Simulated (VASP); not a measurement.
A run of VASP 6.6.1:

The input INCAR:

```
  PREC = Accurate
  ENCUT = 600
  EDIFF = 1E-6
  ISMEAR = 0
  SIGMA = 0.1
  LREAL = F
  LASPH = T
  NELM = 60
  ALGO = Fast
  ISIF = 3
  LWAVE = F
  LCHARG = F
  GGA = PE
  IBRION = 2
  NSW = 100
  EDIFFG = -0.01
```

File KPOINTS:

```
regular mesh
0
Gamma
  12 12 18
```

POSCAR

```
CuW2
1.0
    4.5049585320      0.0000000000      0.0000000000
   -2.2524792660      3.9014085317      0.0000000000
    0.0000000000      0.0000000000      2.6352631531
Cu W
1 2
Direct
    0.0000000000      0.0000000000      0.0000000000
    0.3333333333      0.6666666667      0.5000000000
    0.6666666667      0.3333333333      0.5000000000
```

Potentials or basis: VASP PAW PBE potentials, release 64 (Cu, W_sv).

Run with:

```console
$ cat potpaw_PBE.64/Cu/POTCAR potpaw_PBE.64/W_sv/POTCAR > POTCAR
$ mpirun -np 1 vasp_std > vasp.out
```

Hardware: 1 thread of Intel Xeon 6975P-C, on a shared host.

Q: How long does it take, and how much memory?

A: Run time: 16 min on 1 thread of Intel Xeon 6975P-C, with other jobs on the host, peak memory 0.38 GiB. Counts: scf iterations 71, k points 190, ion steps 6.
